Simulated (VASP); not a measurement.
Crystal: Ge.

```
Ge
1.0
     0.00000    2.82891    2.82891
     2.82891    0.00000    2.82891
     2.82891    2.82891    0.00000
Ge
2
Cartesian
  4.2434 4.2434 4.2434
  2.8289 2.8289 2.8289
```

Base run:

```yaml
Program: VASP 6.6.1
Functional: BLYP
Potentials_or_basis: VASP PAW PBE potentials, release 64 (Ge_d)
Cutoff: 520 eV
k_mesh: 8 × 8 × 8
Occupations: fermi-dirac, width 0.05 eV
Spin: no spin polarisation
```

Its results: band gap on the k mesh zero (filled and empty bands touch); pressure 7.6 GPa.

Task: The run is repeated on the same cell with these changes: dispersion from none to D4. What comes out?

Result: Band gap on the k mesh zero (filled and empty bands touch); pressure 3.0 GPa.

Dispersion adds attraction, which lowers the pressure at fixed volume and, as a term added to the energy, leaves the levels alone.

Caveats: semilocal functionals underestimate gaps, so a narrow gap can read as zero; the PAW data sets were made with another functional, which shifts forces and pressure a little; the cell stands under pressure (at least some runs).
